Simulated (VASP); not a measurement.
# Sb (Fm-3m) in VASP: settings compared, part 2 of 2

VASP 6.6.1.

## 4. Single point, r2SCAN

The input, POSCAR:

```
Sb
1.0
    0.0000000000      2.3712425216      2.3712425216
    2.3712425216      0.0000000000      2.3712425216
    2.3712425216      2.3712425216      0.0000000000
Sb
1
Direct
    0.0000000000      0.0000000000      0.0000000000
```

The input, INCAR.step1:

```
PREC     = Accurate       # precision mode
ENCUT    = 520            # plane-wave cutoff, eV
ISMEAR   = 0              # smearing method
SIGMA    = 0.05           # smearing width, eV
LREAL    = False          # projectors in reciprocal space
LASPH    = True           # aspherical terms in the spheres
NELM     = 60             # most SCF steps
NBANDS   = 8              # bands
GGA      = PE             # functional
ALGO     = Normal         # electronic algorithm
EDIFF    = 1E-4           # SCF threshold, eV
LWAVE    = True           # write WAVECAR
LCHARG   = False          # write CHGCAR
```

The input, INCAR.step2:

```
PREC     = Accurate       # precision mode
ENCUT    = 520            # plane-wave cutoff, eV
EDIFF    = 1E-6           # SCF threshold, eV
ISMEAR   = 0              # smearing method
SIGMA    = 0.05           # smearing width, eV
LREAL    = False          # projectors in reciprocal space
LASPH    = True           # aspherical terms in the spheres
NELM     = 60             # most SCF steps
ALGO     = Normal         # electronic algorithm
ISIF     = 2              # what is computed and relaxed
LWAVE    = False          # write WAVECAR
LCHARG   = True           # write CHGCAR
METAGGA  = R2SCAN         # meta-GGA
LMIXTAU  = True         
LELF     = True           # ELF
LVHAR    = True         
NBANDS   = 8              # bands
ISTART   = 1
```

The input, KPOINTS:

```
regular mesh
0
Gamma
  8 8 8
```

The run is started by

```console
$ cat potpaw_PBE.64/Sb/POTCAR > POTCAR
$ cp INCAR.step1 INCAR
$ mpirun -np 1 vasp_std > vasp.out
$ cp INCAR.step2 INCAR
$ mpirun -np 1 vasp_std > vasp.out
```

It took 19 s on 1 thread of Intel Xeon Platinum 8488C (Sapphire Rapids), shared host; peak memory 0.16 GiB.

Results (log left out):

- Free energy: -25.2192 eV
- Pressure: 2.0 GPa

Levels at points of the mesh, in eV from the Fermi level:
```csv
k point,band 1,band 2,band 3,band 4,band 5,band 6
"(0.00, 0.00, 0.00)",-13.55,5.83,5.83,5.83,10.57,10.57
"(0.50, 0.00, 0.00)",-9.46,-6.10,3.98,3.98,8.94,9.70
"(0.50, 0.50, 0.00)",-7.65,-5.22,0.48,0.48,4.79,4.94
```

Caveat: the PAW data sets were made with another functional, which shifts forces and pressure a little; spin-orbit coupling is left out, which moves the levels of the heavy elements.

## 5. Single point, r2SCAN

POSCAR is that of step 4.

The input, INCAR.step1:

```
SYSTEM = Sb
  ALGO = Normal
  EDIFF = 1E-4
  ENCUT = 520
  GGA = PE
  ISMEAR = 0
  LASPH = .True.
  LCHARG = .False.
  LREAL = .False.
  LWAVE = .True.
  NBANDS = 8
  NELM = 80
  PREC = Accurate
  SIGMA = 0.05
```

The input, INCAR.step2:

```
SYSTEM = Sb
  ALGO = Normal
  EDIFF = 1E-6
  ENCUT = 520
  ISIF = 2
  ISMEAR = 0
  ISTART = 1
  LASPH = .True.
  LCHARG = .False.
  LMIXTAU = .True.
  LREAL = .False.
  LWAVE = .False.
  METAGGA = R2SCAN
  NBANDS = 8
  NELM = 80
  PREC = Accurate
  SIGMA = 0.05
```

The input, KPOINTS:

```
k-points
0
Gamma
  8 8 8
  0 0 0
```

Potentials or basis: VASP PAW PBE potentials, release 64 (Sb).

The run is started by

```console
$ cat potpaw_PBE.64/Sb/POTCAR > POTCAR
$ cp INCAR.step1 INCAR
$ mpirun -np 1 vasp_std > vasp.out
$ cp INCAR.step2 INCAR
$ mpirun -np 1 vasp_std > vasp.out
```

OUTCAR:

```text
SYSTEM = Sb
   EDIFF = 1E-6
   ENCUT = 520
   ISIF = 2
   ISMEAR = 0
   ISTART = 1
   LASPH = .True.
   LREAL = .False.
   METAGGA = R2SCAN
   NELM = 80
   PREC = Accurate

 ion  position               nearest neighbor table
   1  0.000  0.000  0.000-

  LATTYP: Found a face centered cubic cell.
 ALAT       =     4.7424850432

  Lattice vectors:

 A1 = (   0.0000000000,   2.3712425216,   2.3712425216)
 A2 = (   2.3712425216,   0.0000000000,   2.3712425216)
 A3 = (   2.3712425216,   2.3712425216,   0.0000000000)

Analysis of symmetry for initial positions (statically):
=====================================================================
 Subroutine PRICEL returns:
 Original cell was already a primitive cell.

 Routine SETGRP: Setting up the symmetry group for a
 face centered cubic supercell.

 Subroutine GETGRP returns: Found 48 space group operations
 (whereof 48 operations were pure point group operations)
 out of a pool of 48 trial point group operations.

The static configuration has the point symmetry O_h .

Analysis of symmetry for dynamics (positions and initial velocities):
=====================================================================
 Subroutine PRICEL returns:
 Original cell was already a primitive cell.

 Routine SETGRP: Setting up the symmetry group for a
 face centered cubic supercell.

 Subroutine GETGRP returns: Found 48 space group operations
 (whereof 48 operations were pure point group operations)
 out of a pool of 48 trial point group operations.

The dynamic configuration has the point symmetry O_h .

 Subroutine INISYM returns: Found 48 space group operations
 (whereof 48 operations are pure point group operations),
 and found     1 'primitive' translations

----------------------------------------------------------------------------------------

                                     Primitive cell

  volume of cell :      26.6660

  direct lattice vectors                    reciprocal lattice vectors
     0.000000000  2.371242522  2.371242522    -0.210859916  0.210859916  0.210859916
     2.371242522  0.000000000  2.371242522     0.210859916 -0.210859916  0.210859916
     2.371242522  2.371242522  0.000000000     0.210859916  0.210859916 -0.210859916

  length of vectors
     3.353443334  3.353443334  3.353443334     0.365220089  0.365220089  0.365220089

  position of ions in fractional coordinates (direct lattice)
     0.000000000  0.000000000  0.000000000

  ion indices of the primitive-cell ions
   primitive index   ion index
                 1           1

----------------------------------------------------------------------------------------

 KPOINTS: k-points

Automatic generation of k-mesh.
 Grid dimensions read from file:
 generate k-points for:    8    8    8

 Generating k-lattice:

  Cartesian coordinates                     Fractional coordinates (reciprocal lattice)
    -0.026357490  0.026357490  0.026357490     0.125000000  0.000000000  0.000000000
     0.026357490 -0.026357490  0.026357490     0.000000000  0.125000000  0.000000000
     0.026357490  0.026357490 -0.026357490     0.000000000  0.000000000  0.125000000

  Length of vectors
     0.045652511  0.045652511  0.045652511

  Shift w.r.t. Gamma in fractional coordinates (k-lattice)
     0.000000000  0.000000000  0.000000000

 Subroutine IBZKPT returns following result:
 ===========================================

 Found     29 irreducible k-points:

 Following reciprocal coordinates:
            Coordinates               Weight
  0.000000  0.000000  0.000000      1.000000
  0.125000  0.000000  0.000000      8.000000
  0.250000  0.000000  0.000000      8.000000
  0.375000  0.000000  0.000000      8.000000
  0.500000  0.000000  0.000000      4.000000
  0.125000  0.125000  0.000000      6.000000
[... 16 lines left out ...]
  0.500000  0.250000  0.125000     48.000000
 -0.375000  0.250000  0.125000     24.000000
 [... further k-points ...]
   k-points           NKPTS =     29   k-points in BZ     NKDIM =     29   number of bands    NBANDS=      8
   number of dos      NEDOS =    301   number of ions     NIONS =      1
   total plane-waves  NPLWV =  21952
   dimension x,y,z NGX =    28 NGY =   28 NGZ =   28
   dimension x,y,z NGXF=    56 NGYF=   56 NGZF=   56
   ions per type =               1
   NGX,Y,Z   is equivalent  to a cutoff of  13.88, 13.88, 13.88 a.u.
   NGXF,Y,Z  is equivalent  to a cutoff of  27.76, 27.76, 27.76 a.u.
 SYSTEM =  Sb
   PREC   = accura    normal or accurate (medium, high low for compatibility)
   ISTART =      1    job   : 0-new  1-cont  2-samecut
   ICHARG =      0    charge: 1-file 2-atom 10-const
   ISPIN  =      1    spin polarized calculation?
   LNONCOLLINEAR =      F non collinear calculations
   LSORBIT =      F    spin-orbit coupling
   LASPH  =      T    aspherical Exc in radial PAW
   ENCUT  =  520.0 eV  38.22 Ry    6.18 a.u.   6.24  6.24  6.24*2*pi/ulx,y,z
   NELM   =     80;   NELMIN=  2; NELMDL=  0     # of ELM steps
   EDIFF  = 0.1E-05   stopping-criterion for ELM
   LREAL  =      F    real-space projection
   EDIFFG = 0.1E-04   stopping-criterion for IOM
   NSW    =      0    number of steps for IOM
   IBRION =     -1    ionic relax: 0-MD 1-quasi-New 2-CG
   NFREE  =      0    steps in history (QN), initial steepest desc. (CG)
   ISIF   =      2    stress and relaxation
   ISYM   =      2    0-nonsym 1-usesym 2-fastsym
   POTIM  = 0.5000    time-step for ionic-motion
   TEBEG  =    0.0;   TEEND  =   0.0 temperature during run
   PSTRESS=    0.0 pullay stress
   NELECT =       5.0000    total number of electrons
   NUPDOWN=      -1.0000    fix difference up-down
   EMIN   =  10.00;   EMAX   =-10.00  energy-range for DOS
   EFERMI =   0.00;   METHOD = LEGACY
   ISMEAR =     0;   SIGMA  =   0.05  broadening in eV -4-tet -1-fermi 0-gaus
   EFERMI_NEDOS =   21; number of points for ismear=-14 and -15
   IALGO  =     38    algorithm
   IMIX   =      4    mixing-type and parameters
     AMIX     =   0.40;   BMIX     =  1.00
     AMIX_MAG =   1.60;   BMIX_MAG =  1.00
  volume/ion in A,a.u.               =      26.67       179.95
  Fermi-wavevector in a.u.,A,eV,Ry     =   0.937013  1.770697 11.945820  0.877993
  Thomas-Fermi vector in A             =   2.064081
   LORBIT       =      0    0 simple, 1 ext, 2 COOP (PROOUT), +10 PAW based schemes
   METAGGA = R2SCAN    functional components
   LHFCALC =     F    Hartree Fock is set to
   AEXX    =    0.0000 exact exchange contribution
   IVDW    =     0    specifies the selected vdW correction
   LEPSILON=     F    determine dielectric tensor
   LRPA    =     F    only Hartree local field effects (RPA)
 non-spin polarized calculation
 Gauss-broadening in eV      SIGMA  =   0.05
  energy-cutoff  :      520.00
  volume of cell :       26.67
 maximum number of plane-waves:       730
 NGX is ok and might be reduce to    28
   NGX = 13   NGY = 13   NGZ = 13

 number of electron       5.0000000 magnetization

 Free energy of the ion-electron system (eV)
  ---------------------------------------------------
  ext. energy  EPLUGINS =         0.00000000
  ---------------------------------------------------
  free energy    TOTEN  =       -25.21916620 eV

  energy without entropy =      -25.21697082  energy(sigma->0) =      -25.21806851

 E-fermi :   8.4891     XC(G=0): -10.8695

 val. band max:        8.3294357249   @ k =   0.5000   0.2500   0.1250
 cond. band min:       8.5107099003   @ k =  -0.3750   0.3750   0.1250
 fundamental gap:      0.1812741754
 Fermi energy:         8.4891330624

 k-point     1 :       0.0000    0.0000    0.0000
  band No.  band energies     occupation
      1      -5.0564      2.00000
      2      14.3178      0.00000
      3      14.3178      0.00000
      4      14.3178      0.00000
      5      19.0609      0.00000
      6      19.0609      0.00000
      7      19.0609      0.00000
      8      19.5828      0.00000
[... 243 lines left out ...]
 k-point    24 :      -0.3750    0.2500    0.1250
  band No.  band energies     occupation
      1      -0.2134      2.00000
      2       3.2794      2.00000
      3       8.2690      2.00000
      4      10.1642      0.00000
      5      16.8017      0.00000
      6      18.5274      0.00000
      7      22.6041      0.00000
      8      23.3153      0.00000

 [... further k-points ...]

------------------------ aborting loop because EDIFF is reached ----------------------------------------

  FORCE on cell =-STRESS in cart. coord.  units (eV):
  Direction    XX          YY          ZZ          XY          YZ          ZX
  --------------------------------------------------------------------------------------
  -------------------------------------------------------------------------------------
  Total        0.3327101      0.3327101      0.3327101     -0.0000000     -0.0000000     -0.0000000
  in kB       19.9902669     19.9902669     19.9902669     -0.0000000     -0.0000000     -0.0000000
  external PRESSURE =      19.9902669 kB  Pullay stress =       0.0000000 kB

 VOLUME and BASIS-vectors are now :
 -----------------------------------------------------------------------------
  energy-cutoff  :      520.00
  volume of cell :       26.67
      direct lattice vectors                 reciprocal lattice vectors
     0.000000000  2.371242522  2.371242522    -0.210859916  0.210859916  0.210859916
     2.371242522  0.000000000  2.371242522     0.210859916 -0.210859916  0.210859916
     2.371242522  2.371242522  0.000000000     0.210859916  0.210859916 -0.210859916

 POSITION                                       TOTAL-FORCE (eV/Angst)
 -----------------------------------------------------------------------------------
      0.00000      0.00000      0.00000        -0.000000     -0.000000      0.000000
 -----------------------------------------------------------------------------------
    total drift:                                0.000000      0.000000      0.000000

  FREE ENERGIE OF THE ION-ELECTRON SYSTEM (eV)
  ---------------------------------------------------
  free  energy   TOTEN  =       -25.2191662046 eV

  energy  without entropy=      -25.2169708245  energy(sigma->0) =      -25.21806851
```

Run time: 24 s. Hardware: 1 thread of Intel Xeon Platinum 8488C (Sapphire Rapids), shared host; peak memory 0.16 GiB.

What came out:

| Quantity | Value |
| --- | --- |
| Free energy | -25.2192 eV |
| Pressure | 2.0 GPa |

Caveat: the PAW data sets were made with another functional, which shifts forces and pressure a little; spin-orbit coupling is left out, which moves the levels of the heavy elements.

## 6. Single point, HF

This run uses another cell than the first one, of 28.83 Å³/atom, 1.081 times its volume.

The input, POSCAR:

```
Sb
1.0
    0.0000000000      2.4336680369      2.4336680369
    2.4336680369      0.0000000000      2.4336680369
    2.4336680369      2.4336680369      0.0000000000
Sb
1
Direct
    0.0000000000      0.0000000000      0.0000000000
```

The input, INCAR.step1:

```
SYSTEM = Sb
ALGO     = Normal         ! electronic algorithm
EDIFF    = 1E-5           ! SCF threshold, eV
ENCUT    = 520            ! plane-wave cutoff, eV
GGA      = PE             ! functional
ISIF     = 2              ! what is computed and relaxed
ISMEAR   = -1             ! smearing method
LASPH    = .TRUE.         ! aspherical terms in the spheres
LCHARG   = .FALSE.        ! write CHGCAR
LREAL    = .FALSE.        ! projectors in reciprocal space
LWAVE    = .TRUE.         ! write WAVECAR
NBANDS   = 8              ! bands
NELM     = 100            ! most SCF steps
PREC     = Accurate       ! precision mode
SIGMA    = 0.05           ! smearing width, eV
```

The input, INCAR.step2:

```
SYSTEM = Sb
AEXX     = 1.0            ! exact-exchange fraction
AGGAC    = 0.0          
ALDAC    = 0.0          
ALGO     = Normal         ! electronic algorithm
EDIFF    = 1E-7           ! SCF threshold, eV
ENCUT    = 520            ! plane-wave cutoff, eV
GGA      = PE             ! functional
ISIF     = 2              ! what is computed and relaxed
ISMEAR   = -1             ! smearing method
ISTART   = 1            
LASPH    = .TRUE.         ! aspherical terms in the spheres
LCHARG   = .FALSE.        ! write CHGCAR
LHFCALC  = .TRUE.         ! exact exchange
LREAL    = .FALSE.        ! projectors in reciprocal space
LWAVE    = .FALSE.        ! write WAVECAR
NBANDS   = 8              ! bands
NELM     = 100            ! most SCF steps
PREC     = Accurate       ! precision mode
PRECFOCK = Normal       
SIGMA    = 0.05           ! smearing width, eV
```

The input, KPOINTS:

```
k-points
0
G
  5 5 5
  0 0 0
```

Potentials or basis: VASP PAW PBE potentials, release 64 (Sb).

The run is started by

```console
$ cat potpaw_PBE.64/Sb/POTCAR > POTCAR
$ cp INCAR.step1 INCAR
$ mpirun -np 1 vasp_std > vasp.out
$ cp INCAR.step2 INCAR
$ mpirun -np 1 vasp_std > vasp.out
```

OUTCAR:

```text
SYSTEM = Sb
   AEXX = 1.0
   EDIFF = 1E-7
   ENCUT = 520
   GGA = PE
   ISIF = 2
   ISMEAR = -1
   ISTART = 1
   LASPH = .TRUE.
   LHFCALC = .TRUE.
   LREAL = .FALSE.
   NELM = 100
   PREC = Accurate
   PRECFOCK = Normal

 ion  position               nearest neighbor table
   1  0.000  0.000  0.000-

  LATTYP: Found a face centered cubic cell.
 ALAT       =     4.8673360738

  Lattice vectors:

[... 280 lines left out ...]
      4       2.0312      1.45838
      5      17.5778      0.00000
      6      19.6384      0.00000
      7      20.9630      0.00000
      8      24.8111      0.00000

------------------------ aborting loop because EDIFF is reached ----------------------------------------

  FORCE on cell =-STRESS in cart. coord.  units (eV):
  Direction    XX          YY          ZZ          XY          YZ          ZX
  --------------------------------------------------------------------------------------
  -------------------------------------------------------------------------------------
  Total       -3.2931345     -3.2931345     -3.2931345      0.0000000      0.0000000     -0.0000000
  in kB     -183.0231549   -183.0231549   -183.0231549      0.0000000      0.0000000     -0.0000000
  external PRESSURE =    -183.0231549 kB  Pullay stress =       0.0000000 kB

 VOLUME and BASIS-vectors are now :
 -----------------------------------------------------------------------------
  energy-cutoff  :      520.00
  volume of cell :       28.83
      direct lattice vectors                 reciprocal lattice vectors
     0.000000000  2.433668037  2.433668037    -0.205451192  0.205451192  0.205451192
     2.433668037  0.000000000  2.433668037     0.205451192 -0.205451192  0.205451192
     2.433668037  2.433668037  0.000000000     0.205451192  0.205451192 -0.205451192

 POSITION                                       TOTAL-FORCE (eV/Angst)
 -----------------------------------------------------------------------------------
      0.00000      0.00000      0.00000         0.000000     -0.000000     -0.000000
 -----------------------------------------------------------------------------------
    total drift:                               -0.000000      0.000000      0.000000

  FREE ENERGIE OF THE ION-ELECTRON SYSTEM (eV)
  ---------------------------------------------------
  free  energy   TOTEN  =       -25.8566376703 eV

  energy  without entropy=      -25.8454180506  energy(sigma->0) =      -25.85102786
```

OUTCAR.step1:

```text
SYSTEM = Sb
   EDIFF = 1E-5
   ENCUT = 520
   GGA = PE
   ISIF = 2
   ISMEAR = -1
   LASPH = .TRUE.
[... 310 lines left out ...]
 -----------------------------------------------------------------------------------
      0.00000      0.00000      0.00000        -0.000000     -0.000000     -0.000000
 -----------------------------------------------------------------------------------
    total drift:                                0.000000      0.000000      0.000000

  FREE ENERGIE OF THE ION-ELECTRON SYSTEM (eV)
  ---------------------------------------------------
  free  energy   TOTEN  =        -3.7629988606 eV

  energy  without entropy=       -3.7492664016  energy(sigma->0) =       -3.75613263
```

Run time: 1.8 min. Hardware: 1 thread of Intel Xeon 6975P-C (Granite Rapids), shared host; peak memory 0.16 GiB.

Results:

```yaml
Free_energy: -25.8566 eV
Pressure: -18.3 GPa
```

Levels at points of the mesh, in eV from the Fermi level:
```
           k point  band 1  band 2  band 3  band 4  band 5  band 6  band 7
(0.00, 0.00, 0.00)  -11.62    5.67    5.67    5.67   21.49   21.49   21.49
```

Caveat: the k points lie up to 0.45 Å⁻¹ apart; the PAW data sets were made with another functional, which shifts forces and pressure a little; spin-orbit coupling is left out, which moves the levels of the heavy elements.

## 7. Overview

```tsv
level	spin	cell	k mesh	smearing	grid for exact exchange (PRECFOCK)	gap on the mesh (eV)	pressure (GPa)
r2SCAN	non-collinear, zero start, SOC	a = 3.353 Å, angles 60.0°, 1 atom	7 × 7 × 7	fermi-dirac 0.05 eV	-	-	0.5
r2SCAN	off	a = 3.353 Å, angles 60.0°, 1 atom	8 × 8 × 8	methfessel-paxton 0.05 eV	-	none	2.0
r2SCAN	off	a = 3.353 Å, angles 60.0°, 1 atom	8 × 8 × 8	gaussian 0.05 eV	-	none	2.0
HF	off	a = 3.442 Å, angles 60.0°, 1 atom	5 × 5 × 5	fermi-dirac 0.05 eV	Normal	none	-18.3
```

Alike in all rows: task single point; potentials or basis VASP PAW PBE potentials, release 64 (Sb); cutoff (eV) 520.

Caveats: some runs use coarse meshes; the PAW data sets were made with another functional, which shifts forces and pressure a little; spin-orbit coupling is left out, which moves the levels of the heavy elements (some runs).

Absolute energies hang on the potentials; compare differences alone.
